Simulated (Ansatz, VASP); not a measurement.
# Two plane-wave programs on MgO

Contents of INCAR:

```
SYSTEM = MgO
PREC = Accurate
ENCUT = 520
EDIFF = 1E-6
ISMEAR = 0
SIGMA = 0.02
LREAL = .False.
LASPH = .True.
NELM = 80
ALGO = Normal
ISIF = 2
LWAVE = .False.
LCHARG = .False.
GGA = PE
NBANDS = 16
```

The input KPOINTS:

```
regular mesh
0
Gamma
  9 9 6
  0 0 0
```

File POSCAR:

```
MgO
1.0
    3.6089240446      0.0000000000      0.0000000000
   -1.8044620223      3.1254199029      0.0000000000
    0.0000000000      0.0000000000      4.2622287506
Mg O
2 2
Direct
    0.6666666700      0.3333333300      0.7519301184
    0.3333333300      0.6666666700      0.2269645971
    0.6666666700      0.3333333300      0.2663775137
    0.3333333300      0.6666666700      0.7547277708
```

Input for Ansatz:

```yaml
crystal:
  lattice:
    - [3.6089240446, 0.0, 0.0]
    - [-1.8044620223, 3.1254199029, 0.0]
    - [0.0, 0.0, 4.2622287506]
  atoms:
    - { symbol: Mg, position: [0.66666667, 0.33333333, 0.7519301184] }
    - { symbol: Mg, position: [0.33333333, 0.66666667, 0.2269645971] }
    - { symbol: O, position: [0.66666667, 0.33333333, 0.2663775137] }
    - { symbol: O, position: [0.33333333, 0.66666667, 0.7547277708] }
basis:
  ecutwfc: 420
kpoints:
  mp_grid: { grid: [9, 9, 6] }
hamiltonian:
  xc: pbe
scf:
  occupations: { method: gaussian, width: 0.02 }
output:
  forces: true
  stress: true
  eigenvalues: true
```

Alike in both runs: task single point; functional PBE; k mesh 9 × 9 × 6; occupations gaussian, width 0.02 eV; no spin polarisation.

|  | VASP | Ansatz |
| --- | --- | --- |
| version | VASP 6.6.1 | Ansatz 0.2.0 |
| potentials or method | VASP PAW PBE potentials, release 64 (Mg, O), cutoff 520 eV | scalar-relativistic, plane waves, PAW |
| valence electrons in the cell | 16 | 32 |

|  | VASP | Ansatz | Ansatz less VASP |
| --- | --- | --- | --- |
| gap on the k mesh at the Fermi level (eV) | 3.02 | 3.04 | +0.017 |
| least direct gap on the mesh (eV) | 3.02 | 3.04 | +0.017 |
| pressure (GPa) | -5.8 | -5.3 | +0.52 |
| traceless stress, the component that is largest in VASP (GPa) | 2.55 | 2.62 | +0.064 |
| rms of the force components (eV/Å) | 0.406 | 0.402 | -0.0041 |

Atom by atom the forces differ by 0.004 eV/Å (rms over components). VASP's potentials hold 16 valence electrons a cell and Ansatz's 32, so a difference there can come from the potentials and not from the codes.
